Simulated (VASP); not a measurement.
A run of VASP 6.6.1 is set up as follows.

The input INCAR:

```
SYSTEM = CdSe
ALGO = Normal ; EDIFF = 1E-8
ENCUT = 520 ; GGA = PS
IBRION = 8 ; ISIF = 2
ISMEAR = 0 ; LASPH = .True.
LCHARG = .False. ; LREAL = .False.
LWAVE = .False. ; NBANDS = 16
NELM = 80 ; NSW = 1
PREC = Accurate ; SIGMA = 0.01
```

File KPOINTS:

```
k-points
0
Gamma
  6 6 6
  0 0 0
```

POSCAR

```
CdSe
1.0
    2.9038368515      2.9038368515      0.0000000000
   -2.9038368515      2.9038368515      0.0000000000
    0.0000000000      2.9038368515      2.9038368515
Cd Se
1 1
Direct
    0.0000000000      0.0000000000      0.0000000000
    0.7500000000      0.2500000000      0.5000000000
```

Potentials or basis: VASP PAW PBE potentials, release 64 (Cd, Se).

Command:

```console
$ cat potpaw_PBE.64/Cd/POTCAR potpaw_PBE.64/Se/POTCAR > POTCAR
$ mpirun -np 1 vasp_std > vasp.out
```

Task: Predict the highest phonon frequency at Γ, LO-TO splitting left out.

Result: 215 cm⁻¹.

Phonon frequencies in cm⁻¹ (negative: imaginary):
| q point | frequencies |
| --- | --- |
| (0.000, 0.000, 0.000) | 0 0 0 215 215 215 |

Caveat: the k points lie up to 0.36 Å⁻¹ apart; the cell wasn't relaxed at this level first, which shifts response properties.
